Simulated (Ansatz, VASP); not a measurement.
**One calculation of AlN, two programs**

```
Al N
1.0
     0.00000    2.18488    2.18488
     2.18488    0.00000    2.18488
     2.18488    2.18488    0.00000
Al N
1 1
Direct
  0.00000 0.00000 0.00000
  0.25000 0.25000 0.25000
```

Alike in both runs: task single point; functional PBE; k mesh 10 × 10 × 10; occupations fermi-dirac, width 0.02 eV; no spin polarisation.

|  | VASP | Ansatz |
| --- | --- | --- |
| version | VASP 6.6.1 | Ansatz 0.2.0 |
| potentials or method | VASP PAW PBE potentials, release 64 (Al, N) | plane waves, PAW |
| plane-wave cutoff (eV) | 520 | 420 |
| valence electrons in the cell | 8 | 8 |

|  | VASP | Ansatz | Ansatz less VASP |
| --- | --- | --- | --- |
| gap on the k mesh at the Fermi level (eV) | 3.32 | 3.33 | +0.008 |
| pressure (GPa) | 4.3 | 4.6 | +0.28 |
